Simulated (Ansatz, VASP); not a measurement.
LiNbO3 in VASP and in Ansatz

```
Li Nb O
1.0
     3.95335    0.00000    0.00000
     0.00000    3.95335    0.00000
     0.00000    0.00000    3.95335
Li Nb O
1 1 3
Direct
  0.00000 0.00000 0.00000
  0.50000 0.50000 0.50000
  0.50000 0.50000 0.00000
  0.50000 0.00000 0.50000
  0.00000 0.50000 0.50000
```

Alike in both runs: task relaxation of cell and atoms; functional PBE; k mesh 8 × 8 × 8; occupations gaussian, width 0.02 eV; no spin polarisation.

```csv
,VASP,Ansatz
version,VASP 6.6.1,Ansatz 0.2.0
potentials or method,"VASP PAW PBE potentials, release 64 (Li_sv, Nb_sv, O), cutoff 600 eV","scalar-relativistic, plane waves, PAW"
valence electrons in the cell,34,34
```

|  | VASP | Ansatz | Ansatz less VASP |
| --- | --- | --- | --- |
| gap on the k mesh at the Fermi level, each at its own relaxed structure (eV) | 1.69 | 1.70 | +0.012 |
| relaxed volume (Å³/atom) | 12.34 | 12.38 | +0.040 |
| relaxed length of the cell vector where the two differ most in proportion (Å) | 3.952 | 3.956 | +0.0043 |

Noted on VASP's run: the cutoff is under 1.25 times that of the potentials, so the pressure is a little rough.
